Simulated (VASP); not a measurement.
Set up this calculation in VASP 6.6.1, as the native input.

| Item | Value |
| --- | --- |
| Task | single point |
| Functional | PBE |
| Dispersion | D3(BJ) |
| Potentials or basis | VASP PAW PBE potentials, release 64 (I, Mg) |
| Cutoff | 520 eV |
| k mesh | 9 × 9 × 1 |
| Occupations | gaussian, width 0.05 eV |
| Spin | no spin polarisation |
| Dipole correction | yes |
| Further INCAR settings | ALGO = Normal; EDIFF = 1e-06; NBANDS = 25 |

The structure of MgI2 lies in POSCAR:

```
MgI2
1.0
    4.1311064662      0.0000000000      0.0000000000
   -2.0655532331      3.5776431455      0.0000000000
    0.0000000000      0.0000000000     24.2265088138
I Mg
4 2
Direct
    0.3333333333      0.6666666667      0.1857469450
    0.6666666667      0.3333333333      0.3245723297
    1.1111111111      1.2222222222      0.4826636185
    0.7777777778      1.5555555556      0.6214890032
    0.0000000000      0.0000000000      0.2551596374
    1.4444444444      1.8888888889      0.5520763108
```

This cell differs from its parent crystal: layers slid over each other.

One way to write it, as run:

INCAR

```
ALGO = Normal
DIPOL = 0.5 0.5 0.404
EDIFF = 1E-6
ENCUT = 520
GGA = PE
IDIPOL = 3
ISIF = 2
ISMEAR = 0
IVDW = 12
LASPH = True
LCHARG = False
LDIPOL = True
LREAL = False
LWAVE = False
NBANDS = 25
NELM = 60
PREC = Accurate
SIGMA = 0.05
```

KPOINTS

```
k-points
0
Gamma
  9 9 1
```

Potentials or basis: VASP PAW PBE potentials, release 64 (I, Mg).

Launch:

```sh
$ cat potpaw_PBE.64/I/POTCAR potpaw_PBE.64/Mg/POTCAR > POTCAR
$ mpirun -np 1 vasp_std > vasp.out
```

It gave:

```
Largest force              : 0.025 eV/Å
Band gap on the k mesh     : 3.54 eV (least direct gap 3.91 eV)
Dispersion energy per atom : -0.266 eV
```

Caveat: the cell differs from its parent crystal (layers slid over each other); spin-orbit coupling is left out, which moves the levels of the heavy elements.

It took 5.3 min on 1 thread of AMD EPYC 9R14 (Zen 4), with other jobs on the host, peak memory 0.5 GiB.
